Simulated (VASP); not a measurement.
Wanted: the native input for a VASP 6.6.1 run.

```
Task                   : single point
Functional             : PBE
Potentials or basis    : VASP PAW PBE potentials, release 64 (Mo_sv)
Cutoff                 : 520 eV
k mesh                 : 22 × 22 × 22
Occupations            : gaussian, width 0.15 eV
Spin                   : no spin polarisation
Dipole correction      : no
Further INCAR settings : ALGO = Fast; EDIFF = 1e-06; NBANDS = 13
```

The structure of Mo lies in POSCAR:

```
Mo
1.0
   -2.2911570917      1.6951971348      1.6951971348
    1.6951971348     -2.2911570917      1.6951971348
    1.6951971348      1.6951971348     -2.2911570917
Mo
1
Direct
    0.0000000000      0.0000000000      0.0000000000
```

One way to write it, as run:

INCAR

```
  PREC = Accurate
  ENCUT = 520
  EDIFF = 1E-6
  ISMEAR = 0
  SIGMA = 0.15
  LREAL = F
  LASPH = T
  NELM = 80
  ALGO = Fast
  ISIF = 2
  LWAVE = F
  LCHARG = F
  GGA = PE
  NBANDS = 13
```

KPOINTS

```
regular mesh
0
Gamma
  22 22 22
```

Potentials or basis: VASP PAW PBE potentials, release 64 (Mo_sv).

Run with:

```console
$ cat potpaw_PBE.64/Mo_sv/POTCAR > POTCAR
$ mpirun -np 1 vasp_std > vasp.out
```

Results of the run:

* Pressure: 85.5 GPa
* Band gap on the k mesh: zero (band 7 reaches 13.13 eV, above the bottom of band 8 at 8.09 eV)

It took 3.2 min on 1 thread of Intel(R) Xeon(R) Platinum 8488C (Sapphire Rapids) (shared host), peak memory 0.34 GiB.
